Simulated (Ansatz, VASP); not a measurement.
Al3Ir5: VASP beside Ansatz

The input POSCAR:

```
Al3Ir5
1.0
    3.8391212900      3.5566009900      0.0000000000
    3.8391212900     -3.5566009900      0.0000000000
    0.0000000000      0.0000000000     -3.7745862300
Al Ir
3 5
Direct
    0.2500000000      0.2500000000      0.5000000000
    0.7500000000      0.7500000000      0.5000000000
    0.0000000000      0.0000000000      0.0000000000
    0.5000000000      0.0000000000      0.0000000000
    0.0000000000      0.5000000000      0.0000000000
    0.5000000000      0.5000000000      0.0000000000
    0.2250000000      0.7750000000      0.5000000000
    0.7750000000      0.2250000000      0.5000000000
```

INCAR.step1

```
PREC = Accurate ; ENCUT = 520
ISMEAR = 0 ; SIGMA = 0.0658
LREAL = False ; LASPH = True
NELM = 100 ; NBANDS = 37
GGA = PE ; ALGO = Normal
EDIFF = 1E-4 ; LWAVE = True
LCHARG = False
```

Contents of INCAR.step2:

```
PREC = Accurate ; ENCUT = 520
EDIFF = 1E-6 ; ISMEAR = 0
SIGMA = 0.0658 ; LREAL = False
LASPH = True ; NELM = 100
ALGO = Normal ; ISIF = 2
LWAVE = False ; LCHARG = False
METAGGA = R2SCAN ; LMIXTAU = True
NBANDS = 37 ; ISTART = 1
```

KPOINTS

```
Automatic mesh
0
Gamma
  6 6 9
```

Input for Ansatz:

```yaml
crystal:
  lattice:
    - [3.83912129, 3.55660099, 0.0]
    - [3.83912129, -3.55660099, 0.0]
    - [0.0, 0.0, -3.77458623]
  atoms:
    - { symbol: Al, position: [0.25, 0.25, 0.5] }
    - { symbol: Al, position: [0.75, 0.75, 0.5] }
    - { symbol: Ir, position: [0.5, 0.0, 0.0] }
    - { symbol: Ir, position: [0.0, 0.5, 0.0] }
    - { symbol: Ir, position: [0.5, 0.5, 0.0] }
    - { symbol: Al, position: [0.0, 0.0, 0.0] }
    - { symbol: Ir, position: [0.225, 0.775, 0.5] }
    - { symbol: Ir, position: [0.775, 0.225, 0.5] }
  symmetry: { tolerance: 0.0003 }
kpoints:
  mp_grid: { grid: [6, 6, 9], shift: [0, 0, 0] }
  band_path:
    path:
      - [0.0, 0.0, 0.0]
      - [0.5, 0.5, 0.0]
      - [0.53544105, 0.46455895, 0.0]
      - [0.46455895, -0.46455895, 0.0]
      - [0.0, 0.0, 0.0]
      - [0.0, 0.0, 0.5]
      - [0.46455895, -0.46455895, 0.5]
      - [0.53544105, 0.46455895, 0.5]
      - [0.5, 0.5, 0.5]
      - [0.5, 0.5, 0.0]
      - [0.0, 0.0, 0.0]
    npoints: 6
magnetization:
  spin_polarized: false
scf:
  occupations: { method: gaussian, width: 0.0658 }
  lower_state_search: "off"
  max_iter: 200
hamiltonian:
  pseudopotentials: { kind: paw }
  xc: r2scan
basis:
  ecutwfc: 500
  fft_grid_basis: typed
output:
  forces: true
  stress: true
  eigenvalues: true
  populations: true
  elf: true
  write_potential: true
  volumetric_format: npy
  dos:
    e_range: [-12, 8]
    de: 0.05
    projected: { site_lists: { Al: [Al], Ir: [Ir] } }
checkpoint:
  read: saved_state
```

Alike in both runs: task single point; functional r2SCAN; k mesh 6 × 6 × 9; occupations gaussian, width 0.0658 eV; no spin polarisation.

|  | VASP | Ansatz |
| --- | --- | --- |
| version | VASP 6.6.1 | Ansatz 0.2.0 |
| potentials or method | VASP PAW PBE potentials, release 64 (Al, Ir), cutoff 520 eV | PAW plane waves |
| valence electrons in the cell | 54 | 94 |

|  | VASP | Ansatz | Ansatz less VASP |
| --- | --- | --- | --- |
| pressure (GPa) | 26.2 | 24.8 | -1.42 |
| rms of the force components (eV/Å) | 0.538 | 0.534 | -0.0039 |

VASP's potentials were made for PBE, not for r2SCAN. VASP's potentials hold 54 valence electrons a cell and Ansatz's 94, so a difference there can come from the potentials and not from the codes.

Spin-orbit coupling is off throughout.
